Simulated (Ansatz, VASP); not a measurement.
Mg in VASP and in Ansatz

Contents of INCAR:

```
  PREC = Accurate
  ENCUT = 520
  EDIFF = 1E-7
  ISMEAR = -1
  SIGMA = 0.1
  LREAL = False
  LASPH = True
  NELM = 100
  ALGO = Normal
  ISIF = 2
  LWAVE = False
  LCHARG = False
  GGA = PE
  NBANDS = 9
```

Contents of KPOINTS:

```
Automatic mesh
0
Gamma
  12 12 7
```

POSCAR

```
Mg
1.0
    3.1953117277      0.0000000000      0.0000000000
   -1.5976558638      2.7672211292      0.0000000000
    0.0000000000      0.0000000000      5.1879445283
Mg
2
Direct
    0.3333333333      0.6666666667      0.2500000000
    0.6666666667      0.3333333333      0.7500000000
```

Input for Ansatz:

```yaml
crystal:
  lattice:
    - [3.1953117277, 0.0, 0.0]
    - [-1.5976558638, 2.7672211292, 0.0]
    - [0.0, 0.0, 5.1879445283]
  atoms:
    - { symbol: Mg, position: [0.3333333333, 0.6666666667, 0.25] }
    - { symbol: Mg, position: [0.6666666667, 0.3333333333, 0.75] }
hamiltonian:
  xc: pbe
  pseudopotentials:
    kind: paw
    azcp:
      Mg: "pseudopotentials/Mg.paw.azcp"
basis:
  ecutwfc: 420
  fft_grid_basis: typed
kpoints:
  mp_grid: { grid: [12, 12, 7], shift: [0, 0, 0] }
magnetization:
  spin_polarized: false
scf:
  occupations: { method: fermi_dirac, width: 0.1 }
  lower_state_search: "off"
output:
  stress: true
```

Alike in both runs: task single point; functional PBE; k mesh 12 × 12 × 7; occupations fermi-dirac, width 0.1 eV; no spin polarisation.

|  | VASP | Ansatz |
| --- | --- | --- |
| version | VASP 6.6.1 | Ansatz 0.2.0 |
| potentials or method | VASP PAW PBE potentials, release 64 (Mg), cutoff 520 eV | plane waves (420 eV) with PAW, scalar-relativistic |
| valence electrons in the cell | 4 | 20 |

```csv
,VASP,Ansatz,Ansatz less VASP
pressure (GPa),-0.1,0.0,+0.13
"traceless stress, the component that is largest in VASP (GPa)",-0.50,-0.50,+0.001
```

VASP's potentials hold 4 valence electrons a cell and Ansatz's 20, so a difference there can come from the potentials and not from the codes.
